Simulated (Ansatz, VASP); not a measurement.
# Two plane-wave programs on GaP

File POSCAR:

```
GaP
1.0
    0.0000000000      2.8342600000      2.7252500000
    2.8342600000      0.0000000000      2.7252500000
    2.8342600000      2.8342600000      0.0000000000
Ga P
1 1
Direct
    0.0000000000      0.0000000000      0.0000000000
    0.7500000000      0.7500000000      0.7500000000
```

Contents of INCAR.step1:

```
PREC = Accurate ; ENCUT = 520
ISMEAR = 0 ; SIGMA = 0.05
LREAL = F ; LASPH = T
NELM = 100 ; NBANDS = 16
GGA = PE ; ALGO = Normal
EDIFF = 1E-4 ; LWAVE = T
LCHARG = F
```

INCAR.step2

```
PREC = Accurate ; ENCUT = 520
EDIFF = 1E-7 ; ISMEAR = 0
SIGMA = 0.05 ; LREAL = F
LASPH = T ; NELM = 100
ALGO = Normal ; ISIF = 2
LWAVE = F ; LCHARG = F
METAGGA = R2SCAN ; LMIXTAU = T
NBANDS = 16 ; ISTART = 1
```

Contents of KPOINTS:

```
Automatic mesh
0
Gamma
  8 8 8
```

Input for Ansatz:

```yaml
crystal:
  lattice:
    - [0.0, 2.83426, 2.72525]
    - [2.83426, 0.0, 2.72525]
    - [2.83426, 2.83426, 0.0]
  atoms:
    - { symbol: Ga, position: [0.0, 0.0, 0.0] }
    - { symbol: P, position: [0.75, 0.75, 0.75] }
basis:
  ecutwfc: 500
kpoints:
  mp_grid: { grid: [8, 8, 8] }
hamiltonian:
  xc: r2scan
scf:
  occupations: { method: gaussian, width: 0.05 }
output:
  forces: true
  stress: true
  eigenvalues: true
  write_density: true
  write_potential: true
  elf: true
  volumetric_format: npy
```

Change from the starting cell: strain +0.040 along x and y, +0.000 along z, atoms carried along.

Alike in both runs: task single point; functional r2SCAN; k mesh 8 × 8 × 8; occupations gaussian, width 0.05 eV; no spin polarisation.

|  | VASP | Ansatz |
| --- | --- | --- |
| version | VASP 6.6.1 | Ansatz 0.2.0 |
| potentials or method | VASP PAW PBE potentials, release 64 (Ga_d, P), cutoff 520 eV | scalar-relativistic, plane waves, PAW |
| valence electrons in the cell | 18 | 18 |

VASP gave:

| Property | Result |
| --- | --- |
| gap on the k mesh at the Fermi level (eV) | 1.52 |
| least direct gap on the mesh (eV) | 1.52 |
| pressure (GPa) | -5.8 |
| traceless stress, the component that is largest in VASP (GPa) | 1.96 |

**Question.** Estimate Ansatz's values.

**Answer.** gap on the k mesh at the Fermi level (eV): 1.53; least direct gap on the mesh (eV): 1.53; pressure (GPa): -5.8; traceless stress, the component that is largest in VASP (GPa): 1.95.

VASP's potentials were made for PBE, not for r2SCAN.
